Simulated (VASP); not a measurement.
# Te (P1) in VASP: a series of runs, part 2 of 2

VASP 6.6.1. The steps go on from the part before.

## 4. Electric field gradients, PBE (equal xy, yz and zx shear strains of +3 %)

INCAR

```
PREC = Accurate
ENCUT = 520
EDIFF = 1E-8
ISMEAR = -1
SIGMA = 0.08
LREAL = F
LASPH = T
NELM = 60
ALGO = Normal
ISIF = 2
LWAVE = F
LCHARG = F
GGA = PE
LEFG = T
NBANDS = 16
```

KPOINTS

```
regular mesh
0
Gamma
  9 9 6
```

POSCAR

```
Te
1.0
    4.4579994587      0.0668699919      0.0668699919
   -2.1710886177      3.8273057854      0.0244761158
    0.0888750000      0.0888750000      5.9250000000
Te
3
Direct
    0.7450000000      0.0000000000      0.3333333333
    0.0000000000      0.7450000000      0.6666666667
    0.2550000000      0.2550000000      0.0000000000
```

Potentials or basis: VASP PAW PBE potentials, release 64 (Te).

Run with:

```console
$ cat potpaw_PBE.64/Te/POTCAR > POTCAR
$ mpirun -np 1 vasp_std > vasp.out
```

OUTCAR:

```text
PREC = Accurate
   ENCUT = 520
   EDIFF = 1E-8
   ISMEAR = -1
   LREAL = F
   LASPH = T
   NELM = 60
   ISIF = 2
   GGA = PE

 ion  position               nearest neighbor table
   1  0.745  0.000  0.333-   3 2.75   2 2.79   2 3.49   3 3.54   2 3.56   3 3.60
   2  0.000  0.745  0.667-   1 2.79   3 2.83   1 3.49   3 3.50   3 3.50   1 3.56
   3  0.255  0.255  0.000-   1 2.75   2 2.83   2 3.50   2 3.50   1 3.54   1 3.60

  LATTYP: Found a triclinic cell.
 ALAT       =     4.5169580793
 B/A-ratio  =     2.1235240780
 C/A-ratio  =     0.9871693112
 COS(alpha) =     0.0056596312
 COS(beta)  =     0.5194127995
 COS(gamma) =     0.6751983473

  Lattice vectors:

 A1 = (  -2.2869108410,  -3.8941757773,  -0.0913461077)
 A2 = (  -0.0269472233,  -7.6326065627,   5.8091777765)
 A3 = (  -4.4579994587,  -0.0668699919,  -0.0668699919)

Analysis of symmetry for initial positions (statically):
=====================================================================
 Subroutine PRICEL returns:
 Original cell was already a primitive cell.

 Routine SETGRP: Setting up the symmetry group for a
 triclinic supercell.

 Subroutine GETGRP returns: Found  1 space group operations
 (whereof  1 operations were pure point group operations)
 out of a pool of  2 trial point group operations.

The static configuration has the point symmetry C_1 .

Analysis of symmetry for dynamics (positions and initial velocities):
=====================================================================
 Subroutine PRICEL returns:
 Original cell was already a primitive cell.

 Routine SETGRP: Setting up the symmetry group for a
 triclinic supercell.
[... 164 lines left out ...]
      1      -7.8406      2.00000
      2      -4.4750      2.00000
      3      -4.3817      2.00000
      4       2.7431      2.00000
      5       3.0343      2.00000
      6       3.0962      2.00000
[... 433 lines left out ...]
      3      -4.1286      2.00000
      4       1.0550      2.00000
      5       1.7319      2.00000
      6       2.3693      2.00000
[... 8 lines left out ...]
     15      12.9960      0.00000
     16      13.7300      0.00000

 [... further k-points ...]
[... 5 lines left out ...]
  --------------------------------------------------------------------------------------
  -------------------------------------------------------------------------------------
  Total        2.2959127      1.3871453      2.5877384      0.1344544     -0.9915898     -0.5992504
  in kB       36.0958480     21.8084018     40.6838694      2.1138633    -15.5895625     -9.4212860
  external PRESSURE =      32.8627064 kB  Pullay stress =       0.0000000 kB

 VOLUME and BASIS-vectors are now :
 -----------------------------------------------------------------------------
  energy-cutoff  :      520.00
  volume of cell :      101.91
      direct lattice vectors                 reciprocal lattice vectors
     4.457999459  0.066869992  0.066869992     0.222500586  0.126249784 -0.005231256
    -2.171088618  3.827305785  0.024476116    -0.003829545  0.259132535 -0.003829545
     0.088875000  0.088875000  5.925000000    -0.002495338 -0.002495338  0.168851231

 POSITION                                       TOTAL-FORCE (eV/Angst)
 -----------------------------------------------------------------------------------
      3.35083      0.07944      2.02482        -0.780787     -0.056438      0.171587
     -1.55821      2.91059      3.96823         0.338666     -0.409063      0.152196
      0.58316      0.99301      0.02329         0.442120      0.465501     -0.323784
 -----------------------------------------------------------------------------------
    total drift:                                0.000013     -0.000017      0.000006

  FREE ENERGIE OF THE ION-ELECTRON SYSTEM (eV)
  ---------------------------------------------------
  free  energy   TOTEN  =        -9.3263272468 eV

  energy  without entropy=       -9.3240108048  energy(sigma->0) =       -9.32516903

 Electric field gradients (V/A^2)
---------------------------------------------------------------------
 ion       V_xx      V_yy      V_zz      V_xy      V_xz      V_yz
---------------------------------------------------------------------
   1     167.829  -404.180   236.351    18.442    11.348  -321.803
   2    -273.645    48.978   224.667  -250.343   325.850   199.580
   3    -264.754    28.526   236.228   260.803  -277.024   186.907
---------------------------------------------------------------------

 Electric field gradients after diagonalization (V/A^2)
 (convention: |V_zz| > |V_xx| > |V_yy|)
----------------------------------------------------------------------
 ion       V_xx      V_yy      V_zz     asymmetry (V_yy - V_xx)/ V_zz
----------------------------------------------------------------------
   1     370.155   168.419  -538.574       0.375
   2     405.016   184.185  -589.200       0.375
   3     378.341   179.197  -557.538       0.357
----------------------------------------------------------------------

           NMR quadrupolar parameters

 Cq : quadrupolar parameter    Cq=e*Q*V_zz/h
 eta: asymmetry parameters     (V_yy - V_xx)/ V_zz
 Q  : nuclear electric quadrupole moment in mb (millibarn)
----------------------------------------------------------------------
 ion       Cq(MHz)       eta       Q (mb)
----------------------------------------------------------------------
   1      -1.302       0.375       1.000
   2      -1.425       0.375       1.000
   3      -1.348       0.357       1.000
----------------------------------------------------------------------
```

stdout:

```text
POSCAR found type information on POSCAR Te
 POSCAR found :  1 types and       3 ions
 scaLAPACK will be used
 LDA part: xc-table for (Slater+PW92), standard interpolation
 POSCAR, INCAR and KPOINTS ok, starting setup
 FFT: planning ... GRIDC
 FFT: planning ... GRID_SOFT
 FFT: planning ... GRID
 WAVECAR not read
 entering main loop
ion   1
     0.0000585    -0.0348041     1.1159957    -0.7071828    -0.1401336    -1.1869902
     0.0000806    -0.0348041     1.1159957    -0.7071828    -0.1401336    -1.1869902
     0.0001110    -0.0348041     1.1159957    -0.7071828    -0.1401336    -1.1869903
     0.0001528    -0.0348041     1.1159957    -0.7071828    -0.1401336    -1.1869903

     0.0000585   -16.8275198   294.1602154  -187.1480405   -10.4901231  -261.6212975
     0.0000806   -16.8254263   294.1246605  -187.1254499   -10.4890404  -261.5897325
     0.0001110   -16.8221044   294.0683039  -187.0896430   -10.4873318  -261.5396966
     0.0001528   -16.8168555   293.9793558  -187.0331297   -10.4846473  -261.4607182
[... 12 lines left out ...]
ion   3
     0.0000585    -1.0892669    -0.8962101    -0.7414733     0.9374494     0.7325563
     0.0000806    -1.0892669    -0.8962101    -0.7414733     0.9374494     0.7325563
     0.0001110    -1.0892669    -0.8962101    -0.7414733     0.9374494     0.7325563
     0.0001528    -1.0892669    -0.8962101    -0.7414733     0.9374494     0.7325563

     0.0000585  -238.5695096  -171.1289355  -187.0840401   253.1953283   134.2705052
     0.0000806  -238.5407845  -171.1086757  -187.0615178   253.1647076   134.2545228
     0.0001110  -238.4952525  -171.0765793  -187.0258216   253.1161714   134.2291974
     0.0001528  -238.4233872  -171.0259481  -186.9694866   253.0395648   134.1892385
```

Run time: 5.8 min. Hardware: 1 thread of AMD EPYC 7R13 (Zen 3), shared host; peak memory 0.43 GiB.

Results:

```yaml
Free_energy: -9.3263 eV
Pressure: 3.3 GPa
Largest_force: 0.801 eV/Å
Band_gap_on_the_k_mesh: 0.12 eV
Largest_electric_field_gradient_by_atom: Te -538.6, -589.2, -557.5 V/Å²
```

Forces on the atoms (eV/Å):
```
Te  -0.781 -0.056  0.172
Te   0.339 -0.409  0.152
Te   0.442  0.466 -0.324
```

Stress tensor (GPa, compression positive):
```
 3.61  0.21 -0.94
 0.21  2.18 -1.56
-0.94 -1.56  4.07
```

Levels at points of the mesh, in eV from the valence-band top:
| k point | band 7 | band 8 | band 9 | band 10 | band 11 | band 12 |
| --- | --- | --- | --- | --- | --- | --- |
| (0.00, 0.00, 0.00) | -1.71 | -1.63 | -0.63 | 0.86 | 1.27 | 1.81 |
| (0.00, 0.00, 0.50) | -1.38 | -1.17 | -1.05 | 0.54 | 0.75 | 0.84 |

Electric field gradients, principal values (V/Å²):
| atom | least | middle | greatest (by size) |
| --- | --- | --- | --- |
| 1 Te | 168.419 | 370.155 | -538.574 |
| 2 Te | 184.185 | 405.016 | -589.200 |
| 3 Te | 179.197 | 378.341 | -557.538 |

Caveat: the cell differs from its parent crystal (equal xy, yz and zx shear strains of +3 %); the cell stands under pressure; semilocal functionals underestimate gaps, and a narrow one can read as zero; without QUAD_EFG the Cq values of the log hold for a quadrupole moment of 1 mb, not for the nuclei; spin-orbit coupling is left out, which moves the levels of the heavy elements.
